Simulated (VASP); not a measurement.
Input of a VASP 6.6.1 run:

The input INCAR:

```
SYSTEM = NaCl
PREC = Accurate
ENCUT = 520
EDIFF = 1E-7
ISMEAR = 0
SIGMA = 0.01
LREAL = .False.
LASPH = .True.
NELM = 60
ALGO = Normal
ISIF = 2
LWAVE = .False.
LCHARG = .False.
GGA = PE
NBANDS = 14
```

The input KPOINTS:

```
regular mesh
0
Gamma
  6 6 6
  0 0 0
```

Contents of POSCAR:

```
NaCl
1.0
    3.4595458349      0.0000000000      0.0000000000
    0.0000000000      3.4595458349      0.0000000000
    0.0000000000      0.0000000000      3.4595458349
Na Cl
1 1
Direct
    0.0000000000      0.0000000000      0.0000000000
    0.5000000000      0.5000000000      0.5000000000
```

Potentials or basis: VASP PAW PBE potentials, release 64 (Na_pv, Cl).

Command:

```sh
$ cat potpaw_PBE.64/Na_pv/POTCAR potpaw_PBE.64/Cl/POTCAR > POTCAR
$ mpirun -np 1 vasp_std > vasp.out
```

(1) Estimate the band gap on the k mesh.

(2) What does it give for the pressure?

Results:

(1) 4.10 eV (least direct gap 4.63 eV).

(2) 1.1 GPa.
